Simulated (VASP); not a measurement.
# Ru (Pm-3m) in VASP: relaxation of cell and atoms with LDA

Aim: the relaxation of cell and atoms of Ru with LDA.

Program: VASP 6.6.1. These are calculated values, not measurements. Logs are shortened: lines on timing, memory, paths and dates and some standing lists are left out, and cuts for length are marked.

### 1 The cell of the first run

Symmetry: Pm-3m, No. 221, cubic system. The conventional cell has a = 2.418 Å, b = 2.418 Å, c = 2.418 Å, α = 90.00°, β = 90.00°, γ = 90.00°. Ru (site symmetry m-3m) has 6 Ru at 2.42 Å within 3.2 Å.

This isn't the form of Ru at room conditions, which is hcp.

### 2 Relaxation of cell and atoms, LDA

INCAR

```
SYSTEM = Ru
PREC = Accurate
ENCUT = 560
EDIFF = 1E-7
ISMEAR = -1
SIGMA = 0.1
LREAL = .False.
LASPH = .True.
NELM = 120
ALGO = Normal
ISIF = 3
LWAVE = .False.
LCHARG = .False.
GGA = CA
IBRION = 2
NSW = 60
EDIFFG = -0.005
GGA_COMPAT = .False.
NELMIN = 4
```

KPOINTS

```
regular mesh
0
Gamma
  17 17 17
  0 0 0
```

POSCAR

```
Ru
1.0
    2.4178666626      0.0000000000      0.0000000000
    0.0000000000      2.4178666626      0.0000000000
    0.0000000000      0.0000000000      2.4178666626
Ru
1
Direct
    0.0000000000      0.0000000000      0.0000000000
```

Potentials or basis: VASP PAW LDA potentials, release 64 (Ru_sv).

Started as:

```sh
$ cat potpaw_LDA.64/Ru_sv/POTCAR > POTCAR
$ mpirun -np 1 vasp_std > vasp.out
```

OUTCAR:

```text
SYSTEM = Ru
   PREC = Accurate
   ENCUT = 560
   EDIFF = 1E-7
   ISMEAR = -1
   LREAL = .False.
   LASPH = .True.
   NELM = 120
   ISIF = 3
   GGA = CA
   IBRION = 2
   NSW = 60
   EDIFFG = -0.005
   NELMIN = 4

 ion  position               nearest neighbor table
   1  0.000  0.000  0.000-

  LATTYP: Found a simple cubic cell.
 ALAT       =     2.4178666626

  Lattice vectors:

 A1 = (   2.4178666626,   0.0000000000,   0.0000000000)
 A2 = (   0.0000000000,   2.4178666626,   0.0000000000)
 A3 = (   0.0000000000,   0.0000000000,   2.4178666626)

Analysis of symmetry for initial positions (statically):
=====================================================================
 Subroutine PRICEL returns:
 Original cell was already a primitive cell.

 Routine SETGRP: Setting up the symmetry group for a
 simple cubic supercell.

 Subroutine GETGRP returns: Found 48 space group operations
 (whereof 48 operations were pure point group operations)
 out of a pool of 48 trial point group operations.

The static configuration has the point symmetry O_h .

Analysis of symmetry for dynamics (positions and initial velocities):
=====================================================================
 Subroutine PRICEL returns:
 Original cell was already a primitive cell.

 Routine SETGRP: Setting up the symmetry group for a
 simple cubic supercell.

 Subroutine GETGRP returns: Found 48 space group operations
 (whereof 48 operations were pure point group operations)
 out of a pool of 48 trial point group operations.

The dynamic configuration has the point symmetry O_h .

 Subroutine INISYM returns: Found 48 space group operations
 (whereof 48 operations are pure point group operations),
 and found     1 'primitive' translations

----------------------------------------------------------------------------------------

                                     Primitive cell

  volume of cell :      14.1350

  direct lattice vectors                    reciprocal lattice vectors
     2.417866663  0.000000000  0.000000000     0.413587736  0.000000000  0.000000000
     0.000000000  2.417866663  0.000000000     0.000000000  0.413587736  0.000000000
     0.000000000  0.000000000  2.417866663     0.000000000  0.000000000  0.413587736

  length of vectors
     2.417866663  2.417866663  2.417866663     0.413587736  0.413587736  0.413587736

  position of ions in fractional coordinates (direct lattice)
     0.000000000  0.000000000  0.000000000

  ion indices of the primitive-cell ions
   primitive index   ion index
                 1           1

----------------------------------------------------------------------------------------

 KPOINTS: regular mesh

Automatic generation of k-mesh.
 Grid dimensions read from file:
 generate k-points for:   17   17   17

 Generating k-lattice:

  Cartesian coordinates                     Fractional coordinates (reciprocal lattice)
     0.024328690  0.000000000  0.000000000     0.058823529  0.000000000  0.000000000
     0.000000000  0.024328690  0.000000000     0.000000000  0.058823529  0.000000000
     0.000000000  0.000000000  0.024328690     0.000000000  0.000000000  0.058823529

  Length of vectors
     0.024328690  0.024328690  0.024328690

  Shift w.r.t. Gamma in fractional coordinates (k-lattice)
     0.000000000  0.000000000  0.000000000

 Subroutine IBZKPT returns following result:
 ===========================================

 Found    165 irreducible k-points:

 Following reciprocal coordinates:
            Coordinates               Weight
  0.000000  0.000000  0.000000      1.000000
  0.058824  0.000000  0.000000      6.000000
  0.117647  0.000000  0.000000      6.000000
  0.176471  0.000000  0.000000      6.000000
  0.235294  0.000000  0.000000      6.000000
  0.294118  0.000000  0.000000      6.000000
[... 16 lines left out ...]
  0.411765  0.117647  0.000000     24.000000
  0.470588  0.117647  0.000000     24.000000
 [... further k-points ...]
   k-points           NKPTS =    165   k-points in BZ     NKDIM =    165   number of bands    NBANDS=     12
   number of dos      NEDOS =    301   number of ions     NIONS =      1
   total plane-waves  NPLWV =   8000
   dimension x,y,z NGX =    20 NGY =   20 NGZ =   20
   dimension x,y,z NGXF=    40 NGYF=   40 NGZF=   40
   ions per type =               1
   NGX,Y,Z   is equivalent  to a cutoff of  13.75, 13.75, 13.75 a.u.
   NGXF,Y,Z  is equivalent  to a cutoff of  27.50, 27.50, 27.50 a.u.
 SYSTEM =  Ru
   PREC   = accura    normal or accurate (medium, high low for compatibility)
   ISTART =      0    job   : 0-new  1-cont  2-samecut
   ICHARG =      2    charge: 1-file 2-atom 10-const
   ISPIN  =      1    spin polarized calculation?
   LNONCOLLINEAR =      F non collinear calculations
   LSORBIT =      F    spin-orbit coupling
   LASPH  =      T    aspherical Exc in radial PAW
   ENCUT  =  560.0 eV  41.16 Ry    6.42 a.u.   4.67  4.67  4.67*2*pi/ulx,y,z
   NELM   =    120;   NELMIN=  4; NELMDL= -5     # of ELM steps
   EDIFF  = 0.1E-06   stopping-criterion for ELM
   LREAL  =      F    real-space projection
   EDIFFG = -.5E-02   stopping-criterion for IOM
   NSW    =     60    number of steps for IOM
   IBRION =      2    ionic relax: 0-MD 1-quasi-New 2-CG
   NFREE  =      1    steps in history (QN), initial steepest desc. (CG)
   ISIF   =      3    stress and relaxation
   ISYM   =      2    0-nonsym 1-usesym 2-fastsym
   POTIM  = 0.5000    time-step for ionic-motion
   TEBEG  =    0.0;   TEEND  =   0.0 temperature during run
   PSTRESS=    0.0 pullay stress
   NELECT =      16.0000    total number of electrons
   NUPDOWN=      -1.0000    fix difference up-down
   EMIN   =  10.00;   EMAX   =-10.00  energy-range for DOS
   EFERMI =   0.00;   METHOD = LEGACY
   ISMEAR =    -1;   SIGMA  =   0.10  broadening in eV -4-tet -1-fermi 0-gaus
   EFERMI_NEDOS =   21; number of points for ismear=-14 and -15
   IALGO  =     38    algorithm
   IMIX   =      4    mixing-type and parameters
     AMIX     =   0.40;   BMIX     =  1.00
     AMIX_MAG =   1.60;   BMIX_MAG =  1.00
  volume/ion in A,a.u.               =      14.14        95.39
  Fermi-wavevector in a.u.,A,eV,Ry     =   1.706145  3.224146 39.605594  2.910929
  Thomas-Fermi vector in A             =   2.785235
   LORBIT       =      0    0 simple, 1 ext, 2 COOP (PROOUT), +10 PAW based schemes
   GGA     = CA    functional components
   LHFCALC =     F    Hartree Fock is set to
   AEXX    =    0.0000 exact exchange contribution
   IVDW    =     0    specifies the selected vdW correction
   LEPSILON=     F    determine dielectric tensor
   LRPA    =     F    only Hartree local field effects (RPA)
 conjugate gradient relaxation of ions
 non-spin polarized calculation
  energy-cutoff  :      560.00
  volume of cell :       14.14
 maximum number of plane-waves:       445
 NGX is ok and might be reduce to    20
   NGX =  9   NGY =  9   NGZ =  9

--------------------------------------- Ionic step        1  -------------------------------------------

 number of electron      15.9999998 magnetization

 Free energy of the ion-electron system (eV)
  ---------------------------------------------------
  ext. energy  EPLUGINS =         0.00000000
  ---------------------------------------------------
  free energy    TOTEN  =        -9.45455226 eV

  energy without entropy =       -9.41118173  energy(sigma->0) =       -9.43286700

------------------------ aborting loop because EDIFF is reached ----------------------------------------

  FORCE on cell =-STRESS in cart. coord.  units (eV):
  Direction    XX          YY          ZZ          XY          YZ          ZX
  --------------------------------------------------------------------------------------
  -------------------------------------------------------------------------------------
  Total        1.5465298      1.5465298      1.5465298      0.0000000      0.0000000      0.0000000
  in kB      175.2959261    175.2959261    175.2959261      0.0000000      0.0000000      0.0000000
  external PRESSURE =     175.2959261 kB  Pullay stress =       0.0000000 kB
[... 86 lines left out ...]
  FREE ENERGIE OF THE ION-ELECTRON SYSTEM (eV)
  ---------------------------------------------------
  free  energy   TOTEN  =        -9.4983581801 eV

  energy  without entropy=       -9.4506358580  energy(sigma->0) =       -9.47449702

[... ionic steps 4 to 15 ...]

--------------------------------------- Ionic step       16  -------------------------------------------

 number of electron      15.9999995 magnetization

------------------------ aborting loop because EDIFF is reached ----------------------------------------

  FORCE on cell =-STRESS in cart. coord.  units (eV):
  Direction    XX          YY          ZZ          XY          YZ          ZX
  --------------------------------------------------------------------------------------
  -------------------------------------------------------------------------------------
  Total        0.0115524      0.0115524      0.0115524      0.0000000      0.0000000      0.0000000
  in kB        1.2359471      1.2359471      1.2359471      0.0000000      0.0000000      0.0000000
  external PRESSURE =       1.2359471 kB  Pullay stress =       0.0000000 kB
[... 55 lines left out ...]
  energy  without entropy=       -9.4510808744  energy(sigma->0) =       -9.47480107

--------------------------------------- Ionic step       18  -------------------------------------------

 number of electron      15.9999995 magnetization

 Free energy of the ion-electron system (eV)
  ---------------------------------------------------
  ext. energy  EPLUGINS =         0.00000000
  ---------------------------------------------------
  free energy    TOTEN  =        -9.49852156 eV

  energy without entropy =       -9.45105079  energy(sigma->0) =       -9.47478617

 E-fermi :  13.2859     XC(G=0): -13.7457

 val. band max:       13.2830629069   @ k =   0.3529   0.2941   0.1176
 cond. band min:      13.2888484203   @ k =   0.2941   0.2353   0.0000
 fundamental gap:      0.0057855134
 Fermi energy:        13.2858977193

 k-point     1 :       0.0000    0.0000    0.0000
  band No.  band energies     occupation
      1     -59.4138      2.00000
      2     -28.9412      2.00000
      3     -28.9412      2.00000
      4     -28.9412      2.00000
      5       5.7902      2.00000
      6       7.5243      2.00000
      7       7.5243      2.00000
      8      15.0678      0.00000
      9      15.0678      0.00000
     10      15.0678      0.00000
     11      30.1966      0.00000
     12      30.1966      0.00000
[... 331 lines left out ...]
 k-point    24 :       0.4706    0.1176    0.0000
  band No.  band energies     occupation
      1     -59.2285      2.00000
      2     -30.1686      2.00000
      3     -28.9930      2.00000
      4     -28.8143      2.00000
      5       8.5171      2.00000
      6       9.2157      2.00000
      7      10.4750      2.00000
      8      12.2841      1.99991
      9      14.6066      0.00000
     10      14.9468      0.00000
     11      21.1590      0.00000
     12      30.0893      0.00000

 [... further k-points ...]

------------------------ aborting loop because EDIFF is reached ----------------------------------------

  FORCE on cell =-STRESS in cart. coord.  units (eV):
  Direction    XX          YY          ZZ          XY          YZ          ZX
  --------------------------------------------------------------------------------------
  -------------------------------------------------------------------------------------
  Total       -0.0036860     -0.0036860     -0.0036860      0.0000000     -0.0000000      0.0000000
  in kB       -0.3941084     -0.3941084     -0.3941084      0.0000000     -0.0000000      0.0000000
  external PRESSURE =      -0.3941084 kB  Pullay stress =       0.0000000 kB
[... 16 lines left out ...]
  FREE ENERGIE OF THE ION-ELECTRON SYSTEM (eV)
  ---------------------------------------------------
  free  energy   TOTEN  =        -9.4985215579 eV

  energy  without entropy=       -9.4510507874  energy(sigma->0) =       -9.47478617

 reached required accuracy - stopping structural energy minimisation
```

Wall time 2 min (1 thread of Intel Xeon Platinum 8488C (Sapphire Rapids), shared host); peak memory 0.15 GiB.

Results:

- Free energy: -9.4985 eV
- Relaxed volume: 14.98 Å³/atom
- Relaxed cell: a = 2.465 Å, b = 2.465 Å, c = 2.465 Å, α = 90.00°, β = 90.00°, γ = 90.00°
- Space group after relaxing (to 0.1 Å): Pm-3m (No. 221)
- Energy gained by relaxing: 44.0 meV/atom
- Ionic steps: 18
- Pressure after relaxing: 0.0 GPa
- Band gap on the k mesh: zero (bands 8 and 9 overlap by 4.98 eV)

Step by step:
| step | energy change (eV) | largest force (eV/Å) | pressure (GPa) | volume (Å³) |
| --- | --- | --- | --- | --- |
| 1 | 0.0000 | 0.0000 | 17.53 | 14.14 |
| 2 | 0.2233 | 0.0000 | -28.82 | 17.54 |
| 3 | -0.0438 | 0.0000 | -0.91 | 15.04 |
| 4 | -0.0440 | 0.0000 | -0.11 | 14.99 |
| 5 | -0.0440 | 0.0000 | 0.16 | 14.97 |
| 6 | -0.0440 | 0.0000 | 0.19 | 14.97 |
| 7 | -0.0440 | 0.0000 | 0.17 | 14.97 |
| 8 | -0.0440 | 0.0000 | 0.17 | 14.97 |
| 9 | -0.0440 | 0.0000 | 0.17 | 14.97 |
| 10 | -0.0440 | 0.0000 | 0.17 | 14.97 |
| 11 | -0.0440 | 0.0000 | 0.17 | 14.97 |
| 12 | -0.0440 | 0.0000 | 0.17 | 14.97 |
| 13 | -0.0440 | 0.0000 | 0.17 | 14.97 |
| 14 | -0.0440 | 0.0000 | 0.16 | 14.97 |
| 15 | -0.0440 | 0.0000 | 0.15 | 14.97 |
| 16 | -0.0440 | 0.0000 | 0.12 | 14.98 |
| 17 | -0.0440 | 0.0000 | 0.08 | 14.98 |
| 18 | -0.0440 | 0.0000 | -0.04 | 14.98 |

Final structure:
```yaml
crystal:
  lattice:
    - [2.46539, 0.00000, 0.00000]
    - [0.00000, 2.46539, 0.00000]
    - [0.00000, 0.00000, 2.46539]
  atoms:
    - { symbol: Ru, position: [0.00000, 0.00000, 0.00000] }
```

Levels at points of the mesh, in eV from the Fermi level:
```
           k point  band 4  band 5  band 6  band 7  band 8  band 9  band 10  band 11  band 12
(0.00, 0.00, 0.00)  -42.23   -7.50   -5.76   -5.76    1.78    1.78     1.78    16.91    16.91
```
